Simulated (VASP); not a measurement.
# AlN (P6_3mc) in VASP: a series of runs

AlN is run at these levels: PBE, PBEsol; tasks: single point, relaxation of cell and atoms.

Program: VASP 6.6.1. These are calculated values, not measurements. Logs are shortened: lines on timing, memory, paths and dates and some standing lists are left out, and cuts for length are marked.

**Experimental background.**

“Self-assembly of well-separated AlN nanowires directly on sputtered metallic TiN films”, 2019, arxiv:1910.07391 quotes, for a bulk crystal of AlN at 10 K: band gap 6.034 eV (an exciton energy, a little under the gap).

The runs below are set against these values where they give the same quantity.

## (1) The cell of the first run

It takes space group P6_3mc (No. 186, hexagonal). Conventional cell: a = 3.092 Å, b = 3.092 Å, c = 4.948 Å, α = 90.00°, β = 90.00°, γ = 120.00°. Al (site symmetry 3m) has 4 N at 1.88 Å within 2.5 Å. Within 2.5 Å of N (site symmetry 3m) lie 4 Al at 1.88 Å.

## (2) Single point, PBE (10.24 Å³/atom)

Contents of INCAR:

```
SYSTEM = AlN
PREC = Accurate
ENCUT = 520
EDIFF = 1E-6
ISMEAR = -1
SIGMA = 0.05
LREAL = .False.
LASPH = .True.
NELM = 100
ALGO = Normal
ISIF = 2
LWAVE = .False.
LCHARG = .True.
GGA = PE
LELF = .True.
LVHAR = .True.
NBANDS = 16
```

Contents of KPOINTS:

```
Automatic mesh
0
Gamma
  10 10 6
  0 0 0
```

Contents of POSCAR:

```
AlN
1.0
    3.0921067530      0.0000000000      0.0000000000
   -1.5460533765      2.6778429994      0.0000000000
    0.0000000000      0.0000000000      4.9475694625
Al N
2 2
Direct
    0.6666666667      0.3333333333      0.5000000000
    0.3333333333      0.6666666667      0.0000000000
    0.6666666667      0.3333333333      0.8800000000
    0.3333333333      0.6666666667      0.3800000000
```

Potentials or basis: VASP PAW PBE potentials, release 64 (Al, N).

Run with:

```console
$ cat potpaw_PBE.64/Al/POTCAR potpaw_PBE.64/N/POTCAR > POTCAR
$ mpirun -np 1 vasp_std > vasp.out
```

OUTCAR:

```text
SYSTEM = AlN
   PREC = Accurate
   ENCUT = 520
   EDIFF = 1E-6
   ISMEAR = -1
   LREAL = .False.
   LASPH = .True.
   NELM = 100
   ISIF = 2
   GGA = PE

 ion  position               nearest neighbor table
   1  0.667  0.333  0.500-   3 1.88   4 1.88   4 1.88   4 1.88   2 3.05   2 3.05   2 3.05   2 3.05
                             2 3.05   2 3.05
   2  0.333  0.667  0.000-   4 1.88   3 1.88   3 1.88   3 1.88   1 3.05   1 3.05   1 3.05   1 3.05
                             1 3.05   1 3.05
   3  0.667  0.333  0.880-   1 1.88   2 1.88   2 1.88   2 1.88
   4  0.333  0.667  0.380-   2 1.88   1 1.88   1 1.88   1 1.88

  LATTYP: Found a hexagonal cell.
 ALAT       =     3.0921067530
 C/A-ratio  =     1.6000642467

  Lattice vectors:

 A1 = (   3.0921067530,   0.0000000000,   0.0000000000)
 A2 = (  -1.5460533765,   2.6778429994,   0.0000000000)
 A3 = (   0.0000000000,   0.0000000000,   4.9475694625)

Analysis of symmetry for initial positions (statically):
=====================================================================
 Subroutine PRICEL returns:
 Original cell was already a primitive cell.

 Routine SETGRP: Setting up the symmetry group for a
 hexagonal supercell.

 Subroutine GETGRP returns: Found 12 space group operations
 (whereof  6 operations were pure point group operations)
 out of a pool of 24 trial point group operations.

The static configuration has the point symmetry C_3v.
 The point group associated with its full space group is C_6v.

Analysis of symmetry for dynamics (positions and initial velocities):
=====================================================================
 Subroutine PRICEL returns:
 Original cell was already a primitive cell.

 Routine SETGRP: Setting up the symmetry group for a
 hexagonal supercell.

 Subroutine GETGRP returns: Found 12 space group operations
 (whereof  6 operations were pure point group operations)
 out of a pool of 24 trial point group operations.

The dynamic configuration has the point symmetry C_3v.
 The point group associated with its full space group is C_6v.

 Subroutine INISYM returns: Found 12 space group operations
 (whereof  6 operations are pure point group operations),
 and found     1 'primitive' translations

----------------------------------------------------------------------------------------

                                     Primitive cell

  volume of cell :      40.9667

  direct lattice vectors                    reciprocal lattice vectors
     3.092106753  0.000000000  0.000000000     0.323404099  0.186717444  0.000000000
    -1.546053376  2.677842999  0.000000000     0.000000000  0.373434888  0.000000000
     0.000000000  0.000000000  4.947569462     0.000000000  0.000000000  0.202119446

  length of vectors
     3.092106753  3.092106753  4.947569462     0.373434888  0.373434888  0.202119446

  position of ions in fractional coordinates (direct lattice)
     0.666666667  0.333333333  0.500000000
     0.333333333  0.666666667  0.000000000
     0.666666667  0.333333333  0.880000000
     0.333333333  0.666666667  0.380000000

  ion indices of the primitive-cell ions
   primitive index   ion index
                 1           1
                 2           2
                 3           3
                 4           4

----------------------------------------------------------------------------------------

 KPOINTS: Automatic mesh

Automatic generation of k-mesh.
 Grid dimensions read from file:
 generate k-points for:   10   10    6

 Generating k-lattice:

  Cartesian coordinates                     Fractional coordinates (reciprocal lattice)
     0.032340410  0.018671744  0.000000000     0.100000000 -0.000000000  0.000000000
     0.000000000  0.037343489  0.000000000     0.000000000  0.100000000  0.000000000
     0.000000000  0.000000000  0.033686574     0.000000000  0.000000000  0.166666667

  Length of vectors
     0.037343489  0.037343489  0.033686574

  Shift w.r.t. Gamma in fractional coordinates (k-lattice)
     0.000000000  0.000000000  0.000000000

 Subroutine IBZKPT returns following result:
 ===========================================

 Found     56 irreducible k-points:

 Following reciprocal coordinates:
            Coordinates               Weight
  0.000000  0.000000  0.000000      1.000000
  0.100000  0.000000  0.000000      6.000000
  0.200000  0.000000  0.000000      6.000000
  0.300000  0.000000  0.000000      6.000000
  0.400000  0.000000  0.000000      6.000000
  0.500000  0.000000  0.000000      3.000000
[... 16 lines left out ...]
  0.300000  0.100000  0.166667     24.000000
  0.400000  0.100000  0.166667     24.000000
 [... further k-points ...]
   k-points           NKPTS =     56   k-points in BZ     NKDIM =     56   number of bands    NBANDS=     16
   number of dos      NEDOS =    301   number of ions     NIONS =      4
   total plane-waves  NPLWV =  23040
   dimension x,y,z NGX =    24 NGY =   24 NGZ =   40
   dimension x,y,z NGXF=    48 NGYF=   48 NGZF=   80
   ions per type =               2   2
   NGX,Y,Z   is equivalent  to a cutoff of  12.90, 12.90, 13.44 a.u.
   NGXF,Y,Z  is equivalent  to a cutoff of  25.81, 25.81, 26.88 a.u.
 SYSTEM =  AlN
   PREC   = accura    normal or accurate (medium, high low for compatibility)
   ISTART =      0    job   : 0-new  1-cont  2-samecut
   ICHARG =      2    charge: 1-file 2-atom 10-const
   ISPIN  =      1    spin polarized calculation?
   LNONCOLLINEAR =      F non collinear calculations
   LSORBIT =      F    spin-orbit coupling
   LASPH  =      T    aspherical Exc in radial PAW
   ENCUT  =  520.0 eV  38.22 Ry    6.18 a.u.   5.75  5.75  9.20*2*pi/ulx,y,z
   NELM   =    100;   NELMIN=  2; NELMDL= -5     # of ELM steps
   EDIFF  = 0.1E-05   stopping-criterion for ELM
   LREAL  =      F    real-space projection
[... 7 lines left out ...]
   TEBEG  =    0.0;   TEEND  =   0.0 temperature during run
   PSTRESS=    0.0 pullay stress
   NELECT =      16.0000    total number of electrons
   NUPDOWN=      -1.0000    fix difference up-down
   EMIN   =  10.00;   EMAX   =-10.00  energy-range for DOS
   EFERMI =   0.00;   METHOD = LEGACY
   ISMEAR =    -1;   SIGMA  =   0.05  broadening in eV -4-tet -1-fermi 0-gaus
   EFERMI_NEDOS =   21; number of points for ismear=-14 and -15
   IALGO  =     38    algorithm
   IMIX   =      4    mixing-type and parameters
     AMIX     =   0.40;   BMIX     =  1.00
     AMIX_MAG =   1.60;   BMIX_MAG =  1.00
  volume/ion in A,a.u.               =      10.24        69.11
  Fermi-wavevector in a.u.,A,eV,Ry     =   1.196661  2.261361 19.483497  1.431997
  Thomas-Fermi vector in A             =   2.332595
   LORBIT       =      0    0 simple, 1 ext, 2 COOP (PROOUT), +10 PAW based schemes
   GGA     = PE    functional components
   LHFCALC =     F    Hartree Fock is set to
   AEXX    =    0.0000 exact exchange contribution
   IVDW    =     0    specifies the selected vdW correction
   LEPSILON=     F    determine dielectric tensor
   LRPA    =     F    only Hartree local field effects (RPA)
 non-spin polarized calculation
  energy-cutoff  :      520.00
  volume of cell :       40.97
 maximum number of plane-waves:      1124
 NGX is ok and might be reduce to    24
   NGX = 11   NGY = 11   NGZ = 19

 number of electron      15.9999996 magnetization

 Free energy of the ion-electron system (eV)
  ---------------------------------------------------
  ext. energy  EPLUGINS =         0.00000000
  ---------------------------------------------------
  free energy    TOTEN  =       -29.74159848 eV

  energy without entropy =      -29.74159848  energy(sigma->0) =      -29.74159848

 E-fermi :   7.3097     XC(G=0): -10.9951

 val. band max:        6.3172696344   @ k =   0.0000   0.0000   0.0000
 cond. band min:      10.7199905273   @ k =   0.0000   0.0000   0.0000
 fundamental gap:      4.4027208929
 Fermi energy:         7.3096545564

 k-point     1 :       0.0000    0.0000    0.0000
  band No.  band energies     occupation
      1      -8.9640      2.00000
      2      -6.7526      2.00000
      3       0.2536      2.00000
      4       5.4765      2.00000
      5       5.4765      2.00000
      6       6.1330      2.00000
[... 8 lines left out ...]
     15      19.6777      0.00000
     16      19.6777      0.00000

 k-point     2 :       0.1000    0.0000    0.0000
  band No.  band energies     occupation
      1      -8.8340      2.00000
      2      -6.6793      2.00000
      3       0.4072      2.00000
      4       4.8896      2.00000
      5       5.3098      2.00000
      6       5.5664      2.00000
[... 8 lines left out ...]
     15      19.6278      0.00000
     16      19.7032      0.00000

 k-point     3 :       0.2000    0.0000    0.0000
  band No.  band energies     occupation
      1      -8.4605      2.00000
      2      -6.4881      2.00000
      3       0.8563      2.00000
      4       3.5651      2.00000
      5       4.4521      2.00000
      6       4.9487      2.00000
[... 8 lines left out ...]
     15      18.7813      0.00000
     16      19.1900      0.00000

 k-point     4 :       0.3000    0.0000    0.0000
  band No.  band energies     occupation
      1      -7.9009      2.00000
      2      -6.2725      2.00000
      3       1.5583      2.00000
      4       2.1875      2.00000
      5       3.3235      2.00000
      6       4.5814      2.00000
[... 8 lines left out ...]
     15      18.6321      0.00000
     16      20.4905      0.00000

 k-point     5 :       0.4000    0.0000    0.0000
  band No.  band energies     occupation
      1      -7.2868      2.00000
      2      -6.1810      2.00000
      3       1.1868      2.00000
      4       2.3782      2.00000
      5       2.4938      2.00000
      6       4.3225      2.00000
[... 8 lines left out ...]
     15      18.9542      0.00000
     16      21.6460      0.00000

 k-point     6 :       0.5000    0.0000    0.0000
  band No.  band energies     occupation
      1      -6.9457      2.00000
      2      -6.2309      2.00000
      3       0.8245      2.00000
      4       2.1397      2.00000
      5       2.9412      2.00000
      6       4.2302      2.00000
[... 8 lines left out ...]
     15      19.3303      0.00000
     16      21.7651      0.00000
[... 267 lines left out ...]
 k-point    21 :       0.1000    0.1000    0.1667
  band No.  band energies     occupation
      1      -8.4785      2.00000
      2      -6.7361      2.00000
      3       1.0116      2.00000
      4       4.2545      2.00000
      5       4.2678      2.00000
      6       5.1847      2.00000
[... 8 lines left out ...]
     15      19.0211      0.00000
     16      19.8687      0.00000

 k-point    22 :       0.2000    0.1000    0.1667
  band No.  band energies     occupation
      1      -8.0183      2.00000
      2      -6.4938      2.00000
      3       1.4071      2.00000
      4       3.0078      2.00000
      5       3.4749      2.00000
      6       4.6736      2.00000
[... 8 lines left out ...]
     15      18.9512      0.00000
     16      20.2451      0.00000

 k-point    23 :       0.3000    0.1000    0.1667
  band No.  band energies     occupation
      1      -7.4357      2.00000
      2      -6.2833      2.00000
      3       1.3739      2.00000
      4       2.2397      2.00000
      5       2.9921      2.00000
      6       4.1934      2.00000
[... 8 lines left out ...]
     15      18.9317      0.00000
     16      20.9793      0.00000

 k-point    24 :       0.4000    0.1000    0.1667
  band No.  band energies     occupation
      1      -6.9271      2.00000
      2      -6.2439      2.00000
      3       0.8625      2.00000
      4       1.8978      2.00000
      5       3.2250      2.00000
      6       4.0254      2.00000
[... 8 lines left out ...]
     15      19.1376      0.00000
     16      21.4867      0.00000

 [... further k-points ...]

------------------------ aborting loop because EDIFF is reached ----------------------------------------

  FORCE on cell =-STRESS in cart. coord.  units (eV):
  Direction    XX          YY          ZZ          XY          YZ          ZX
  --------------------------------------------------------------------------------------
  -------------------------------------------------------------------------------------
  Total        1.8734896      1.8734896      2.2676500      0.0000000      0.0000000      0.0000000
  in kB       73.2707067     73.2707067     88.6860118      0.0000000      0.0000000      0.0000000
  external PRESSURE =      78.4091417 kB  Pullay stress =       0.0000000 kB

 VOLUME and BASIS-vectors are now :
 -----------------------------------------------------------------------------
  energy-cutoff  :      520.00
  volume of cell :       40.97
      direct lattice vectors                 reciprocal lattice vectors
     3.092106753  0.000000000  0.000000000     0.323404099  0.186717444  0.000000000
    -1.546053376  2.677842999  0.000000000     0.000000000  0.373434888  0.000000000
     0.000000000  0.000000000  4.947569462     0.000000000  0.000000000  0.202119446

 POSITION                                       TOTAL-FORCE (eV/Angst)
 -----------------------------------------------------------------------------------
      1.54605      0.89261      2.47378        -0.000000      0.000000     -0.144875
     -0.00000      1.78523      0.00000         0.000000     -0.000000     -0.144875
      1.54605      0.89261      4.35386         0.000000      0.000000      0.144875
     -0.00000      1.78523      1.88008        -0.000000      0.000000      0.144875
 -----------------------------------------------------------------------------------
    total drift:                               -0.000000      0.000000     -0.000804

  FREE ENERGIE OF THE ION-ELECTRON SYSTEM (eV)
  ---------------------------------------------------
  free  energy   TOTEN  =       -29.7415984804 eV

  energy  without entropy=      -29.7415984804  energy(sigma->0) =      -29.74159848
```

It took 27 s on 1 thread of AMD EPYC 7R13 (Zen 3), shared host; peak memory 0.14 GiB.

Results:

```
Free energy            : -29.7416 eV
Pressure               : 7.8 GPa
Largest force          : 0.145 eV/Å
Band gap on the k mesh : 4.40 eV
```

Forces on the atoms (eV/Å):
```
Al   0.000  0.000 -0.145
Al   0.000  0.000 -0.145
N    0.000  0.000  0.145
N    0.000  0.000  0.145
```

Caveat: the cell stands under pressure. A k mesh can miss the band edges.

## (3) Single point, PBEsol

This run uses another cell than the first one, of 10.46 Å³/atom.

Contents of INCAR:

```
PREC = Accurate ; ENCUT = 520
EDIFF = 1E-6 ; ISMEAR = -1
SIGMA = 0.05 ; LREAL = F
LASPH = T ; NELM = 80
ALGO = Normal ; ISIF = 2
LWAVE = F ; LCHARG = T
GGA = PS ; LELF = T
LVHAR = T ; NBANDS = 16
```

Contents of KPOINTS:

```
Automatic mesh
0
Gamma
  10 10 6
```

Contents of POSCAR:

```
AlN
1.0
    3.1137912820      0.0000000000      0.0000000000
   -1.5568956410      2.6966223523      0.0000000000
    0.0000000000      0.0000000000      4.9834287692
Al N
2 2
Direct
    0.6666666667      0.3333333333      0.4990046824
    0.3333333333      0.6666666667     -0.0009953176
    0.6666666667      0.3333333333      0.8809953176
    0.3333333333      0.6666666667      0.3809953176
```

Potentials or basis: VASP PAW PBE potentials, release 64 (Al, N).

Run with:

```console
$ cat potpaw_PBE.64/Al/POTCAR potpaw_PBE.64/N/POTCAR > POTCAR
$ mpirun -np 1 vasp_std > vasp.out
```

OUTCAR:

```text
PREC = Accurate
   ENCUT = 520
   EDIFF = 1E-6
   ISMEAR = -1
   LREAL = F
   LASPH = T
   NELM = 80
   ISIF = 2
   GGA = PS

 ion  position               nearest neighbor table
   1  0.667  0.333  0.499-   4 1.89   4 1.89   4 1.89   3 1.90   2 3.07   2 3.07   2 3.07   2 3.07
                             2 3.07   2 3.07
   2  0.333  0.667  0.999-   3 1.89   3 1.89   3 1.89   4 1.90   1 3.07   1 3.07   1 3.07   1 3.07
                             1 3.07   1 3.07
   3  0.667  0.333  0.881-   2 1.89   2 1.89   2 1.89   1 1.90
   4  0.333  0.667  0.381-   1 1.89   1 1.89   1 1.89   2 1.90

  LATTYP: Found a hexagonal cell.
 ALAT       =     3.1137912820
 C/A-ratio  =     1.6004376395

  Lattice vectors:

 A1 = (   3.1137912820,   0.0000000000,   0.0000000000)
 A2 = (  -1.5568956410,   2.6966223523,   0.0000000000)
 A3 = (   0.0000000000,   0.0000000000,   4.9834287692)

Analysis of symmetry for initial positions (statically):
=====================================================================
 Subroutine PRICEL returns:
 Original cell was already a primitive cell.

 Routine SETGRP: Setting up the symmetry group for a
[... 178 lines left out ...]
 fundamental gap:      4.1107904776
 Fermi energy:         7.0057022029

 k-point     1 :       0.0000    0.0000    0.0000
  band No.  band energies     occupation
      1      -9.1105      2.00000
      2      -6.9305      2.00000
      3       0.0010      2.00000
      4       5.1730      2.00000
      5       5.1730      2.00000
      6       5.8273      2.00000
[... 433 lines left out ...]
      3       0.5880      2.00000
      4       1.6129      2.00000
      5       2.9509      2.00000
      6       3.7319      2.00000
[... 8 lines left out ...]
     15      18.5283      0.00000
     16      20.8299      0.00000

 [... further k-points ...]

------------------------ aborting loop because EDIFF is reached ----------------------------------------

  FORCE on cell =-STRESS in cart. coord.  units (eV):
  Direction    XX          YY          ZZ          XY          YZ          ZX
  --------------------------------------------------------------------------------------
  -------------------------------------------------------------------------------------
  Total       -0.0165559     -0.0165559     -0.0122705      0.0000000      0.0000000      0.0000000
  in kB       -0.6339070     -0.6339070     -0.4698231      0.0000000      0.0000000      0.0000000
  external PRESSURE =      -0.5792124 kB  Pullay stress =       0.0000000 kB

 VOLUME and BASIS-vectors are now :
 -----------------------------------------------------------------------------
  energy-cutoff  :      520.00
  volume of cell :       41.84
      direct lattice vectors                 reciprocal lattice vectors
     3.113791282  0.000000000  0.000000000     0.321151904  0.185417138  0.000000000
    -1.556895641  2.696622352  0.000000000     0.000000000  0.370834277  0.000000000
     0.000000000  0.000000000  4.983428769     0.000000000  0.000000000  0.200665053

 POSITION                                       TOTAL-FORCE (eV/Angst)
 -----------------------------------------------------------------------------------
      1.55690      0.89887      2.48675        -0.000000      0.000000     -0.000294
     -0.00000      1.79775      4.97847         0.000000     -0.000000     -0.000294
      1.55690      0.89887      4.39038        -0.000000      0.000000      0.000294
     -0.00000      1.79775      1.89866         0.000000     -0.000000      0.000294
 -----------------------------------------------------------------------------------
    total drift:                               -0.000000      0.000000      0.000569

  FREE ENERGIE OF THE ION-ELECTRON SYSTEM (eV)
  ---------------------------------------------------
  free  energy   TOTEN  =       -31.3124217662 eV

  energy  without entropy=      -31.3124217662  energy(sigma->0) =      -31.31242177
```

It took 24 s on 1 thread of AMD EPYC 7R13 (Zen 3), shared host; peak memory 0.14 GiB.

Results:

```
Free energy            : -31.3124 eV
Pressure               : -0.1 GPa
Band gap on the k mesh : 4.11 eV
```

Levels at points of the mesh, in eV from the valence-band top:
| k point | band 5 | band 6 | band 7 | band 8 | band 9 | band 10 | band 11 | band 12 |
| --- | --- | --- | --- | --- | --- | --- | --- | --- |
| (0.00, 0.00, 0.00) | -0.88 | -0.22 | -0.22 | 0.00 | 4.11 | 6.55 | 10.49 | 11.02 |
| (0.50, 0.00, 0.00) | -3.38 | -2.11 | -1.81 | -0.70 | 5.66 | 5.67 | 8.07 | 10.15 |
| (0.00, 0.00, 0.50) | -0.56 | -0.56 | -0.56 | -0.56 | 6.36 | 6.36 | 10.20 | 10.20 |
| (0.50, 0.00, 0.50) | -1.49 | -1.49 | -1.38 | -1.38 | 5.17 | 5.17 | 9.12 | 9.12 |

Caveat: the PAW data sets were made with another functional, which shifts forces and pressure a little.

(Continued in part 2 of 2.)
